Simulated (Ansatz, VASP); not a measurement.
**One calculation of BN, two programs**

INCAR

```
SYSTEM = BN
  PREC = Accurate
  ENCUT = 600
  EDIFF = 1E-6
  ISMEAR = 0
  SIGMA = 0.05
  LREAL = .FALSE.
  LASPH = .TRUE.
  NELM = 120
  ALGO = Normal
  ISIF = 2
  LWAVE = .FALSE.
  LCHARG = .FALSE.
  GGA = PS
  IVDW = 12
  NBANDS = 11
  GGA_COMPAT = .FALSE.
```

KPOINTS

```
regular mesh
0
G
  12 12 12
  0 0 0
```

The input POSCAR:

```
BN
1.0
    0.0000000000      1.7843518895      1.7843518895
    1.7843518895      0.0000000000      1.7843518895
    1.7843518895      1.7843518895      0.0000000000
B N
1 1
Direct
    0.0000000000      0.0000000000      0.0000000000
    0.7500000000      0.7500000000      0.7500000000
```

Input for Ansatz:

```yaml
crystal:
  lattice:
    - [0.0, 1.7843518895, 1.7843518895]
    - [1.7843518895, 0.0, 1.7843518895]
    - [1.7843518895, 1.7843518895, 0.0]
  atoms:
    - { symbol: B, position: [0.0, 0.0, 0.0] }
    - { symbol: "N", position: [0.75, 0.75, 0.75] }
basis:
  ecutwfc: 420
  ecutrho_ratio: 4
kpoints:
  mp_grid: { grid: [12, 12, 12] }
hamiltonian:
  xc: pbesol
  dispersion: d3bj
scf:
  occupations: { method: gaussian, width: 0.05 }
output:
  forces: true
  stress: true
  eigenvalues: true
```

Alike in both runs: task single point; functional PBEsol; dispersion D3(BJ); k mesh 12 × 12 × 12; occupations gaussian, width 0.05 eV; no spin polarisation.

|  | VASP | Ansatz |
| --- | --- | --- |
| version | VASP 6.6.1 | Ansatz 0.2.0 |
| potentials or method | VASP PAW PBE potentials, release 64 (B, N), cutoff 600 eV | scalar-relativistic, plane waves, PAW |
| valence electrons in the cell | 8 | 8 |

Ansatz gave:

```
gap on the k mesh at the Fermi level (eV) : 4.33
least direct gap on the mesh (eV)         : 8.95
pressure (GPa)                            : 8.3
```

Task: Which values does VASP return?

Result: gap on the k mesh at the Fermi level (eV): 4.32; least direct gap on the mesh (eV): 8.94; pressure (GPa): 8.8.

VASP's potentials were made for PBE, not for PBEsol.
